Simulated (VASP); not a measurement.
# Cu: single point with r2SCAN

Crystal: Cu.

```
Cu
1.0
     0.00000    1.78169    1.78169
     1.78169    0.00000    1.78169
     1.78169    1.78169    0.00000
Cu
1
Cartesian
  0.0000 0.0000 0.0000
```

```json
{
  "Program": "VASP 6.6.1",
  "Task": "single point",
  "Functional": "r2SCAN",
  "Potentials or basis": "VASP PAW PBE potentials, release 64 (Cu)",
  "Cutoff": "520 eV",
  "k mesh": "20 × 20 × 20",
  "Occupations": "gaussian, width 0.1 eV",
  "Spin": "no spin polarisation"
}
```

| Quantity | Value |
| --- | --- |
| Pressure | 2.4 GPa |

Levels at points of the mesh, in eV from the Fermi level:
| k point | band 2 | band 3 | band 4 | band 5 | band 6 | band 7 | band 8 | band 9 | band 10 | band 11 |
| --- | --- | --- | --- | --- | --- | --- | --- | --- | --- | --- |
| (0.00, 0.00, 0.00) | -3.24 | -3.24 | -3.24 | -2.37 | -2.37 | 23.77 | 27.15 | 27.15 | 27.15 | 29.58 |
| (0.50, 0.00, 0.00) | -3.29 | -3.29 | -1.74 | -1.74 | -1.15 | 4.23 | 22.25 | 23.87 | 23.87 | 26.74 |
| (0.50, 0.50, 0.00) | -4.79 | -1.78 | -1.58 | -1.58 | 1.59 | 7.77 | 14.15 | 14.15 | 18.61 | 21.93 |

Wall time 90 s on 1 thread of Intel(R) Xeon(R) Platinum 8559C (Emerald Rapids), on a shared host, peak memory 0.15 GiB.

Caveat: the PAW data sets were made with another functional, which shifts forces and pressure a little.
